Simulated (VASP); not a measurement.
A run of VASP 6.6.1 is set up as follows.

Contents of INCAR:

```
SYSTEM = CsPbCl3
ALGO     = Normal         ! electronic algorithm
EDIFF    = 1E-6           ! SCF threshold, eV
ENCUT    = 520            ! plane-wave cutoff, eV
GGA      = PS             ! functional
ISIF     = 2              ! what is computed and relaxed
ISMEAR   = 0              ! smearing method
LASPH    = .TRUE.         ! aspherical terms in the spheres
LCHARG   = .FALSE.        ! write CHGCAR
LREAL    = .FALSE.        ! projectors in reciprocal space
LWAVE    = .FALSE.        ! write WAVECAR
NBANDS   = 30             ! bands
NELM     = 60             ! most SCF steps
PREC     = Accurate       ! precision mode
SIGMA    = 0.02           ! smearing width, eV
```

KPOINTS

```
k-points
0
G
  6 6 6
  0 0 0
```

Contents of POSCAR:

```
CsPbCl3
1.0
    5.8000241221      0.0000000000      0.0000000000
    0.0000000000      5.8000241221      0.0000000000
    0.0000000000      0.0000000000      5.8000241221
Cs Pb Cl
1 1 3
Direct
    0.0000000000      0.0000000000      0.0000000000
    0.5000000000      0.5000000000      0.5000000000
    0.5000000000      0.5000000000      0.0000000000
    0.0000000000      0.5000000000      0.5000000000
    0.5000000000      0.0000000000      0.5000000000
```

Potentials or basis: VASP PAW PBE potentials, release 64 (Cs_sv, Pb_d, Cl).

The run is started by

```sh
$ cat potpaw_PBE.64/Cs_sv/POTCAR potpaw_PBE.64/Pb_d/POTCAR potpaw_PBE.64/Cl/POTCAR > POTCAR
$ mpirun -np 1 vasp_std > vasp.out
```

What does it give for the band gap on the k mesh?

2.20 eV, direct.

Predict the pressure.

-1.9 GPa.

Caveat: the PAW data sets were made with another functional, which shifts forces and pressure a little; spin-orbit coupling is left out, which moves the levels of the heavy elements. A k mesh can miss the band edges.
